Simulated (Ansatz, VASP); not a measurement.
**Two plane-wave programs on H**

```
CELL_PARAMETERS angstrom
2.58340 0.00000 0.00000
0.00000 2.58340 0.00000
0.00000 0.00000 1.00501
ATOMIC_POSITIONS crystal
H 0.00000 0.00000 0.50000
```

Change from the starting cell: strain -0.025 along x and y, +0.025 along z, atoms carried along.

Alike in both runs: task single point; functional LDA; k mesh 10 × 10 × 26; occupations gaussian, width 0.05 eV; no spin polarisation.

|  | VASP | Ansatz |
| --- | --- | --- |
| version | VASP 6.6.1 | Ansatz 0.2.0 |
| potentials or method | VASP PAW LDA potentials, release 64 (H), cutoff 520 eV | scalar-relativistic, plane waves, PAW |
| valence electrons in the cell | 1 | 1 |

|  | VASP | Ansatz | Ansatz less VASP |
| --- | --- | --- | --- |
| gap on the k mesh at the Fermi level (eV) | none | none | - |
| pressure (GPa) | -1.2 | -1.0 | +0.17 |
| traceless stress, the component that is largest in VASP (GPa) | -1.82 | -2.07 | -0.246 |

LDA's correlation is that of Perdew and Zunger in VASP and of Perdew and Wang (1992) in Ansatz. A gap of «none» marks a metal or a gap that the smearing closes.
